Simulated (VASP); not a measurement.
Write the native input for VASP 6.6.1 that does the following.

```yaml
Task: single point
Functional: r2SCAN
Potentials_or_basis: VASP PAW PBE potentials, release 64 (Ta_pv)
Cutoff: 520 eV
k_mesh: 14 × 14 × 14
Occupations: fermi-dirac, width 0.1 eV
Spin: no spin polarisation
Dipole_correction: no
Further_INCAR_settings: ALGO = Normal; EDIFF = 1e-07; NBANDS = 12
```

The system is Ta.

```
Ta
1.0
     0.00000    2.15850    2.15850
     2.15850    0.00000    2.15850
     2.15850    2.15850    0.00000
Ta
1
Direct
  0.00000 0.00000 0.00000
```

This cell differs from its parent crystal: volume scaled by 1.08.

The input as run:

POSCAR

```
Ta
1.0
    0.0000000000      2.1585031487      2.1585031487
    2.1585031487      0.0000000000      2.1585031487
    2.1585031487      2.1585031487      0.0000000000
Ta
1
Direct
    0.0000000000      0.0000000000      0.0000000000
```

INCAR.step1

```
SYSTEM = Ta
  PREC = Accurate
  ENCUT = 520
  ISMEAR = -1
  SIGMA = 0.1
  LREAL = .False.
  LASPH = .True.
  NELM = 80
  NBANDS = 12
  GGA = PE
  ALGO = Normal
  EDIFF = 1E-4
  LWAVE = .True.
  LCHARG = .False.
```

INCAR.step2

```
SYSTEM = Ta
  PREC = Accurate
  ENCUT = 520
  EDIFF = 1E-7
  ISMEAR = -1
  SIGMA = 0.1
  LREAL = .False.
  LASPH = .True.
  NELM = 80
  ALGO = Normal
  ISIF = 2
  LWAVE = .False.
  LCHARG = .False.
  METAGGA = R2SCAN
  LMIXTAU = .True.
  NBANDS = 12
  ISTART = 1
```

KPOINTS

```
Automatic mesh
0
Gamma
  14 14 14
  0 0 0
```

Potentials or basis: VASP PAW PBE potentials, release 64 (Ta_pv).

Command:

```sh
$ cat potpaw_PBE.64/Ta_pv/POTCAR > POTCAR
$ cp INCAR.step1 INCAR
$ mpirun -np 1 vasp_std > vasp.out
$ cp INCAR.step2 INCAR
$ mpirun -np 1 vasp_std > vasp.out
```

It gave:

- Pressure: -12.9 GPa

Caveat: the PAW data sets were made with another functional, which shifts forces and pressure a little.

It took 31 s on 1 thread of Intel(R) Xeon(R) 6975P-C (Granite Rapids), with other jobs on the host, peak memory 0.15 GiB.
